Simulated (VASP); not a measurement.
Write the native input for VASP 6.6.1 that does the following.

```
Task                   : relaxation of cell and atoms
Functional             : PBE
Potentials or basis    : VASP PAW PBE potentials, release 64 (Cu, O)
Cutoff                 : 600 eV
k mesh                 : 8 × 8 × 5
Occupations            : fermi-dirac, width 0.05 eV
Spin                   : no spin polarisation
Dipole correction      : no
Further INCAR settings : ALGO = Normal; EDIFF = 1e-07; IBRION = 2; EDIFFG = -0.005; NSW = 80; ISIF = 3
```

The structure of CuO lies in POSCAR:

```
CuO
1.0
    3.1795331000      0.0000000000      0.0000000000
   -1.5897665500      2.7535564400      0.0000000000
    0.0000000000      0.0000000000      4.4314907300
Cu O
2 2
Direct
    0.0000000000      0.0000000000      0.0000000000
    0.0000000000      0.0000000000      0.5000000000
    0.3333333333      0.6666666667      0.2500000000
    0.6666666667      0.3333333333      0.7500000000
```

These files were run (other wordings do the same):

INCAR

```
PREC = Accurate ; ENCUT = 600
EDIFF = 1E-7 ; ISMEAR = -1
SIGMA = 0.05 ; LREAL = F
LASPH = T ; NELM = 80
ALGO = Normal ; ISIF = 3
LWAVE = F ; LCHARG = F
GGA = PE ; IBRION = 2
NSW = 80 ; EDIFFG = -0.005
```

KPOINTS

```
regular mesh
0
Gamma
  8 8 5
```

Potentials or basis: VASP PAW PBE potentials, release 64 (Cu, O).

Run with:

```console
$ cat potpaw_PBE.64/Cu/POTCAR potpaw_PBE.64/O/POTCAR > POTCAR
$ mpirun -np 1 vasp_std > vasp.out
```

Results of the run:

| Quantity | Value |
| --- | --- |
| Relaxed volume | 9.70 Å³/atom |
| Relaxed cell | a = 2.965 Å, b = 2.965 Å, c = 5.096 Å, α = 90.00°, β = 90.00°, γ = 120.00° |
| Space group after relaxing (to 0.1 Å) | P6_3/mmc (No. 194) |
| Energy gained by relaxing | 179.5 meV/atom |
| Ionic steps | 12 |
| Pressure after relaxing | 0.0 GPa |
| Band gap on the k mesh | zero (bands 17 and 18 overlap by 0.71 eV) |

Caveat: semilocal functionals often make such compounds metallic where correlation or magnetic order opens a gap, which also shifts bond lengths.

Run time: 3.6 min on 1 thread of Intel(R) Xeon(R) Platinum 8488C (Sapphire Rapids), with other jobs on the host, peak memory 0.18 GiB.
